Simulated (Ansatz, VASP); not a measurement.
**C: VASP beside Ansatz**

Contents of INCAR:

```
SYSTEM = C
  PREC = Accurate
  ENCUT = 600
  EDIFF = 1E-6
  ISMEAR = 0
  SIGMA = 0.15
  LREAL = .False.
  LASPH = .True.
  NELM = 120
  ALGO = Normal
  ISIF = 2
  LWAVE = .False.
  LCHARG = .False.
  GGA = PS
  IVDW = 12
  NBANDS = 16
  GGA_COMPAT = .False.
```

Contents of KPOINTS:

```
regular mesh
0
Gamma
  18 12 10
  0 0 0
```

Contents of POSCAR:

```
C
1.0
   -2.4576582504      0.0000000000      0.0000000000
    0.0000000000      0.0000000000     -3.5294825081
    0.0000000000     -4.2567889574      0.0000000000
C
4
Direct
    0.5000000000      0.0000000000      0.1701904496
    0.0000000000      0.0000000000      0.6560953181
    0.0000000000      0.0000000000      0.3298095504
    0.5000000000      0.0000000000      0.8439046819
```

Input for Ansatz:

```yaml
crystal:
  lattice:
    - [-2.4576582504, 0.0, 0.0]
    - [0.0, 0.0, -3.5294825081]
    - [0.0, -4.2567889574, 0.0]
  atoms:
    - { symbol: C, position: [0.5, 0.0, 0.1701904496] }
    - { symbol: C, position: [0.0, 0.0, 0.6560953181] }
    - { symbol: C, position: [0.0, 0.0, 0.3298095504] }
    - { symbol: C, position: [0.5, 0.0, 0.8439046819] }
basis:
  ecutwfc: 520.0
kpoints:
  mp_grid: { grid: [18, 12, 10] }
hamiltonian:
  xc: pbesol
  pseudopotentials: { kind: paw, azcp: { folder: soft_1 } }
  dispersion: d3bj
scf:
  occupations: { method: gaussian, width: 0.15 }
output:
  forces: true
  stress: true
  eigenvalues: true
```

Change from the starting cell: mode 8 frozen in at -0.030 Å and mode 12 at +0.015 Å (largest displacements).

Alike in both runs: task single point; functional PBEsol; dispersion D3(BJ); k mesh 18 × 12 × 10; occupations gaussian, width 0.15 eV; no spin polarisation.

|  | VASP | Ansatz |
| --- | --- | --- |
| version | VASP 6.6.1 | Ansatz 0.2.0 |
| potentials or method | VASP PAW PBE potentials, release 64 (C), cutoff 600 eV | scalar-relativistic, plane waves, PAW |
| valence electrons in the cell | 16 | 16 |

|  | VASP | Ansatz | Ansatz less VASP |
| --- | --- | --- | --- |
| gap on the k mesh at the Fermi level (eV) | none | none | - |
| pressure (GPa) | 1.3 | 1.1 | -0.29 |
| traceless stress, the component that is largest in VASP (GPa) | 3.31 | 2.96 | -0.356 |
| rms of the force components (eV/Å) | 1.661 | 1.657 | -0.0032 |

VASP's potentials were made for PBE, not for PBEsol, and Ansatz warns of the same on its side. Atom by atom the forces differ by 0.005 eV/Å (rms over components). A gap of «none» marks a metal or a gap that the smearing closes.
